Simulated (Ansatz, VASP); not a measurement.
Two plane-wave programs on Ni

```
CELL_PARAMETERS angstrom
2.44802 0.00000 0.00000
-1.22401 2.12005 0.00000
0.00000 0.00000 4.07281
ATOMIC_POSITIONS crystal
Ni 0.33333 0.66667 0.25000
Ni 0.66667 0.33333 0.75000
```

Alike in both runs: task single point; functional LDA; k mesh 15 × 15 × 8; occupations fermi-dirac, width 0.15 eV; collinear spin.

|  | VASP | Ansatz |
| --- | --- | --- |
| version | VASP 6.6.1 | Ansatz 0.2.0 |
| potentials or method | VASP PAW LDA potentials, release 64 (Ni) | plane waves, PAW |
| plane-wave cutoff (eV) | 520 | 420 |
| valence electrons in the cell | 20 | 36 |

```tsv
	VASP	Ansatz	Ansatz less VASP
pressure (GPa)	-10.3	-10.2	+0.02
traceless stress, the component that is largest in VASP (GPa)	-2.54	-2.57	-0.036
net moment per atom (μB)	0.51	0.55	+0.045
size of the moment on the site where the two differ most (μB)	0.51	0.58	+0.067
```

LDA's correlation is that of Perdew and Zunger in VASP and of Perdew and Wang (1992) in Ansatz. Site moments also hang on the region over which each program counts them. VASP's potentials hold 20 valence electrons a cell and Ansatz's 36, so a difference there can come from the potentials and not from the codes.
